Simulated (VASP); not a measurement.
# SnS2 (P-3m1) in VASP: further runs

SnS2 is run at these levels: HSE06, r2SCAN0; tasks: single point.

All numbers are computed with VASP 6.6.1; they aren't measurements. Logs are shortened: lines on timing, memory, paths and dates and some standing lists are left out, and cuts for length are marked.

## 1. The cell of the first run

It takes space group P-3m1 (No. 164, trigonal). Conventional cell: a = 3.661 Å, b = 3.661 Å, c = 5.962 Å, α = 90.00°, β = 90.00°, γ = 120.00°. Within 3.4 Å of Sn (site symmetry -3m) lie 6 S at 2.57 Å. S (site symmetry 3m) has 3 Sn at 2.57 Å within 3.4 Å.

## 2. Single point, HSE06

Input file POSCAR:

```
SnS2
1.0
    3.6607565998      0.0000000000      0.0000000000
   -1.8303782999      3.1703082125      0.0000000000
    0.0000000000      0.0000000000      5.9617937781
Sn S
1 2
Direct
    0.0000000000      0.0000000000      0.0000000000
    0.3333333333      0.6666666667      0.2455909578
    0.6666666667      0.3333333333      0.7544090422
```

Input file INCAR.step1:

```
SYSTEM = SnS2
PREC = Accurate
ENCUT = 400
EDIFF = 1E-5
ISMEAR = 0
SIGMA = 0.01
LREAL = .FALSE.
LASPH = .TRUE.
NELM = 120
ALGO = Normal
ISIF = 2
LWAVE = .TRUE.
LCHARG = .FALSE.
NBANDS = 20
GGA = PE
GGA_COMPAT = .FALSE.
KPAR = 4
```

Input file INCAR.step2:

```
SYSTEM = SnS2
PREC = Accurate
ENCUT = 400
EDIFF = 1E-6
ISMEAR = 0
SIGMA = 0.01
LREAL = .FALSE.
LASPH = .TRUE.
NELM = 120
ALGO = Normal
ISIF = 2
LWAVE = .FALSE.
LCHARG = .FALSE.
GGA = PE
LHFCALC = .TRUE.
HFSCREEN = 0.2079
PRECFOCK = Normal
NBANDS = 20
ISTART = 1
GGA_COMPAT = .FALSE.
KPAR = 4
```

Input file KPOINTS:

```
Automatic mesh
0
G
  6 6 4
  0 0 0
```

Potentials or basis: VASP PAW PBE potentials, release 64 (Sn_d, S).

On the command line:

```console
cat potpaw_PBE.64/Sn_d/POTCAR potpaw_PBE.64/S/POTCAR > POTCAR
cp INCAR.step1 INCAR
mpirun -np 4 vasp_std > vasp.out
cp INCAR.step2 INCAR
mpirun -np 4 vasp_std > vasp.out
```

OUTCAR:

```text
SYSTEM = SnS2
   PREC = Accurate
   ENCUT = 400
   EDIFF = 1E-6
   ISMEAR = 0
   LREAL = .FALSE.
   LASPH = .TRUE.
   NELM = 120
   ISIF = 2
   GGA = PE
   LHFCALC = .TRUE.
   HFSCREEN = 0.2079
   PRECFOCK = Normal
   ISTART = 1

 ion  position               nearest neighbor table
   1  0.000  0.000  0.000-   2 2.57   3 2.57   3 2.57   2 2.57   3 2.57   2 2.57
   2  0.333  0.667  0.246-   1 2.57   1 2.57   1 2.57
   3  0.667  0.333  0.754-   1 2.57   1 2.57   1 2.57

  LATTYP: Found a hexagonal cell.
 ALAT       =     3.6607565998
 C/A-ratio  =     1.6285687441

  Lattice vectors:

 A1 = (   3.6607565998,   0.0000000000,   0.0000000000)
 A2 = (  -1.8303782999,   3.1703082125,   0.0000000000)
 A3 = (   0.0000000000,   0.0000000000,   5.9617937781)

Analysis of symmetry for initial positions (statically):
=====================================================================
 Subroutine PRICEL returns:
 Original cell was already a primitive cell.

 Routine SETGRP: Setting up the symmetry group for a
 hexagonal supercell.

 Subroutine GETGRP returns: Found 12 space group operations
 (whereof 12 operations were pure point group operations)
 out of a pool of 24 trial point group operations.

The static configuration has the point symmetry D_3d.

Analysis of symmetry for dynamics (positions and initial velocities):
=====================================================================
 Subroutine PRICEL returns:
 Original cell was already a primitive cell.

 Routine SETGRP: Setting up the symmetry group for a
 hexagonal supercell.

 Subroutine GETGRP returns: Found 12 space group operations
 (whereof 12 operations were pure point group operations)
 out of a pool of 24 trial point group operations.

The dynamic configuration has the point symmetry D_3d.

 Subroutine INISYM returns: Found 12 space group operations
 (whereof 12 operations are pure point group operations),
 and found     1 'primitive' translations

----------------------------------------------------------------------------------------

                                     Primitive cell

  volume of cell :      69.1909

  direct lattice vectors                    reciprocal lattice vectors
     3.660756600  0.000000000  0.000000000     0.273167574  0.157713372  0.000000000
    -1.830378300  3.170308213  0.000000000     0.000000000  0.315426745  0.000000000
     0.000000000  0.000000000  5.961793778     0.000000000  0.000000000  0.167734752

  length of vectors
     3.660756600  3.660756600  5.961793778     0.315426745  0.315426745  0.167734752

  position of ions in fractional coordinates (direct lattice)
     0.000000000  0.000000000  0.000000000
     0.333333333  0.666666667  0.245590958
     0.666666667  0.333333333  0.754409042

  ion indices of the primitive-cell ions
   primitive index   ion index
                 1           1
                 2           2
                 3           3

----------------------------------------------------------------------------------------

 KPOINTS: Automatic mesh

Automatic generation of k-mesh.
 Grid dimensions read from file:
 generate k-points for:    6    6    4

 Generating k-lattice:

  Cartesian coordinates                     Fractional coordinates (reciprocal lattice)
     0.045527929  0.026285562  0.000000000     0.166666667  0.000000000  0.000000000
     0.000000000  0.052571124  0.000000000     0.000000000  0.166666667  0.000000000
     0.000000000  0.000000000  0.041933688     0.000000000  0.000000000  0.250000000

  Length of vectors
     0.052571124  0.052571124  0.041933688

  Shift w.r.t. Gamma in fractional coordinates (k-lattice)
     0.000000000  0.000000000  0.000000000

 Subroutine IBZKPT returns following result:
 ===========================================

 Found     24 irreducible k-points:

 Following reciprocal coordinates:
            Coordinates               Weight
  0.000000  0.000000  0.000000      1.000000
  0.166667  0.000000  0.000000      6.000000
  0.333333 -0.000000  0.000000      6.000000
  0.500000  0.000000  0.000000      3.000000
  0.166667  0.166667  0.000000      6.000000
  0.333333  0.166667  0.000000     12.000000
[... 16 lines left out ...]
  0.333333  0.166667  0.500000     12.000000
  0.333333  0.333333  0.500000      2.000000
   k-points           NKPTS =     24   k-points in BZ     NKDIM =    144   number of bands    NBANDS=     20
   number of dos      NEDOS =    301   number of ions     NIONS =      3
   total plane-waves  NPLWV =  23040
   dimension x,y,z NGX =    24 NGY =   24 NGZ =   40
   dimension x,y,z NGXF=    48 NGYF=   48 NGZF=   80
   ions per type =               1   2
   NGX,Y,Z   is equivalent  to a cutoff of  10.90, 10.90, 11.15 a.u.
   NGXF,Y,Z  is equivalent  to a cutoff of  21.80, 21.80, 22.31 a.u.
 SYSTEM =  SnS2
   PREC   = accura    normal or accurate (medium, high low for compatibility)
   ISTART =      1    job   : 0-new  1-cont  2-samecut
   ICHARG =      0    charge: 1-file 2-atom 10-const
   ISPIN  =      1    spin polarized calculation?
   LNONCOLLINEAR =      F non collinear calculations
   LSORBIT =      F    spin-orbit coupling
   LASPH  =      T    aspherical Exc in radial PAW
   ENCUT  =  400.0 eV  29.40 Ry    5.42 a.u.   5.97  5.97  9.72*2*pi/ulx,y,z
   NELM   =    120;   NELMIN=  2; NELMDL=  0     # of ELM steps
   EDIFF  = 0.1E-05   stopping-criterion for ELM
   LREAL  =      F    real-space projection
   EDIFFG = 0.1E-04   stopping-criterion for IOM
   NSW    =      0    number of steps for IOM
   IBRION =     -1    ionic relax: 0-MD 1-quasi-New 2-CG
   NFREE  =      0    steps in history (QN), initial steepest desc. (CG)
   ISIF   =      2    stress and relaxation
   ISYM   =      3    0-nonsym 1-usesym 2-fastsym
   POTIM  = 0.5000    time-step for ionic-motion
   TEBEG  =    0.0;   TEEND  =   0.0 temperature during run
   PSTRESS=    0.0 pullay stress
   NELECT =      26.0000    total number of electrons
   NUPDOWN=      -1.0000    fix difference up-down
   EMIN   =  10.00;   EMAX   =-10.00  energy-range for DOS
   EFERMI =   0.00;   METHOD = LEGACY
   ISMEAR =     0;   SIGMA  =   0.01  broadening in eV -4-tet -1-fermi 0-gaus
   EFERMI_NEDOS =   21; number of points for ismear=-14 and -15
   IALGO  =     38    algorithm
   IMIX   =      1    mixing-type and parameters
     AMIX     =   0.40;   BMIX     =  1.00
     AMIX_MAG =   1.60;   BMIX_MAG =  1.00
  volume/ion in A,a.u.               =      23.06       155.64
  Fermi-wavevector in a.u.,A,eV,Ry     =   1.181362  2.232450 18.988498  1.395615
  Thomas-Fermi vector in A             =   2.317636
   LORBIT       =      0    0 simple, 1 ext, 2 COOP (PROOUT), +10 PAW based schemes
   GGA     = PE    functional components
   LHFCALC =     T    Hartree Fock is set to
   PRECFOCK=normal    Normal, Fast or Accurate (Low or Medium for compatibility)
   ENCUT4O =  -1.0   cutoff for four orbital integrals eV
   NKREDX  =     1    reduce k-point grid by
   NKREDY  =     1    reduce k-point grid by
   NKREDZ  =     1    reduce k-point grid by
   AEXX    =    0.2500 exact exchange contribution
   HFSCREEN=    0.2079 screening length (either q_TF or 0.3 A-1)
   HFSCREENC=   0.2079 screening length for correlation (either q_TF or 0.3 A-1)
   ENCUTFOCK=  -1.0 apply spherical cutoff to Coloumb kernel
   IVDW    =     0    specifies the selected vdW correction
   LEPSILON=     F    determine dielectric tensor
   LRPA    =     F    only Hartree local field effects (RPA)
 non-spin polarized calculation
 Gauss-broadening in eV      SIGMA  =   0.01
  energy-cutoff  :      400.00
  volume of cell :       69.19
 maximum number of plane-waves:      1272
  NGX = 18; NGY = 18; NGZ = 30

 number of electron      26.0000001 magnetization

 Free energy of the ion-electron system (eV)
  ---------------------------------------------------
  ext. energy  EPLUGINS =         0.00000000
  ---------------------------------------------------
  free energy    TOTEN  =       -16.19005458 eV

  energy without entropy =      -16.19005458  energy(sigma->0) =      -16.19005458

 E-fermi :   3.8967     XC(G=0):  -7.8964

 val. band max:        3.7670812614   @ k =   0.0000   0.0000   0.0000
 cond. band min:       6.1631931096   @ k =   0.5000   0.0000   0.2500
 fundamental gap:      2.3961118482
 Fermi energy:         3.8966580611

 k-point     1 :       0.0000    0.0000    0.0000
  band No.  band energies     occupation
      1     -19.0279      2.00000
      2     -19.0279      2.00000
      3     -18.9666      2.00000
      4     -18.9407      2.00000
      5     -18.9407      2.00000
      6     -11.2526      2.00000
[... 12 lines left out ...]
     19      14.5258      0.00000
     20      14.5258      0.00000

 k-point     2 :       0.1667    0.0000    0.0000
  band No.  band energies     occupation
      1     -19.0483      2.00000
      2     -19.0161      2.00000
      3     -18.9570      2.00000
      4     -18.9462      2.00000
      5     -18.9362      2.00000
      6     -10.9217      2.00000
[... 12 lines left out ...]
     19      14.0199      0.00000
     20      14.8512      0.00000

 k-point     3 :       0.3333   -0.0000    0.0000
  band No.  band energies     occupation
      1     -19.0930      2.00000
      2     -19.0028      2.00000
      3     -18.9680      2.00000
      4     -18.9231      2.00000
      5     -18.9167      2.00000
      6     -10.0236      2.00000
[... 12 lines left out ...]
     19      14.3804      0.00000
     20      15.3370      0.00000

 k-point     4 :       0.5000    0.0000    0.0000
  band No.  band energies     occupation
      1     -19.1159      2.00000
      2     -19.0006      2.00000
      3     -18.9752      2.00000
      4     -18.9092      2.00000
      5     -18.9023      2.00000
      6      -9.2185      2.00000
[... 429 lines left out ...]
 k-point    23 :       0.3333    0.1667    0.5000
  band No.  band energies     occupation
      1     -19.0941      2.00000
      2     -19.0188      2.00000
      3     -18.9616      2.00000
      4     -18.9233      2.00000
      5     -18.9066      2.00000
      6      -9.2086      2.00000
[... 12 lines left out ...]
     19      14.2769      0.00000
     20      15.2534      0.00000

 k-point    24 :       0.3333    0.3333    0.5000
  band No.  band energies     occupation
      1     -19.0597      2.00000
      2     -19.0597      2.00000
      3     -18.9354      2.00000
      4     -18.9354      2.00000
      5     -18.9154      2.00000
      6      -8.6039      2.00000
[... 12 lines left out ...]
     19      14.5623      0.00000
     20      14.6375      0.00000

------------------------ aborting loop because EDIFF is reached ----------------------------------------

  FORCE on cell =-STRESS in cart. coord.  units (eV):
  Direction    XX          YY          ZZ          XY          YZ          ZX
  --------------------------------------------------------------------------------------
  -------------------------------------------------------------------------------------
  Total       -0.1258476     -0.1258476     -0.0978808      0.0000000     -0.0000000      0.0000000
  in kB       -2.9141114     -2.9141114     -2.2665170      0.0000000     -0.0000000      0.0000000
  external PRESSURE =      -2.6982466 kB  Pullay stress =       0.0000000 kB

 VOLUME and BASIS-vectors are now :
 -----------------------------------------------------------------------------
  energy-cutoff  :      400.00
  volume of cell :       69.19
      direct lattice vectors                 reciprocal lattice vectors
     3.660756600  0.000000000  0.000000000     0.273167574  0.157713372  0.000000000
    -1.830378300  3.170308213  0.000000000     0.000000000  0.315426745  0.000000000
     0.000000000  0.000000000  5.961793778     0.000000000  0.000000000  0.167734752

 POSITION                                       TOTAL-FORCE (eV/Angst)
 -----------------------------------------------------------------------------------
      0.00000      0.00000      0.00000         0.000000      0.000000      0.000000
     -0.00000      2.11354      1.46416        -0.000000      0.000000     -0.272516
      1.83038      1.05677      4.49763         0.000000      0.000000      0.272516
 -----------------------------------------------------------------------------------
    total drift:                               -0.000001      0.000002     -0.000004

  FREE ENERGIE OF THE ION-ELECTRON SYSTEM (eV)
  ---------------------------------------------------
  free  energy   TOTEN  =       -16.1900545779 eV

  energy  without entropy=      -16.1900545779  energy(sigma->0) =      -16.19005458
```

Run time: 32 min. Hardware: 4 MPI ranks of AMD EPYC 7R43 (Zen 3), shared host; peak memory 0.24 GiB.

Results:

```
Free energy            : -16.1901 eV
Pressure               : -0.3 GPa
Largest force          : 0.273 eV/Å
Band gap on the k mesh : 2.40 eV (least direct gap 2.76 eV)
```

Forces in eV/Å, atoms in the order of the input:
```
Sn   0.000  0.000  0.000
S    0.000  0.000 -0.273
S    0.000  0.000  0.273
```

Levels at points of the mesh, in eV from the valence-band top:
| k point | band 11 | band 12 | band 13 | band 14 | band 15 | band 16 |
| --- | --- | --- | --- | --- | --- | --- |
| (0.00, 0.00, 0.00) | -0.26 | -0.26 | 0.00 | 2.96 | 4.67 | 6.59 |
| (0.50, 0.00, 0.00) | -2.65 | -0.92 | -0.21 | 2.59 | 5.59 | 7.08 |
| (0.00, 0.00, 0.50) | -0.68 | -0.14 | -0.14 | 4.08 | 4.74 | 6.34 |
| (0.50, 0.00, 0.50) | -1.91 | -0.68 | -0.53 | 2.42 | 5.80 | 6.77 |

Caveat: the PAW data sets were made with another functional, which shifts forces and pressure a little; spin-orbit coupling is left out, which moves the levels of the heavy elements; this functional lacks dispersion, which binds layers or chains, so the pressure and a relaxed spacing across them are unreliable.

[end of part 1 of 2]
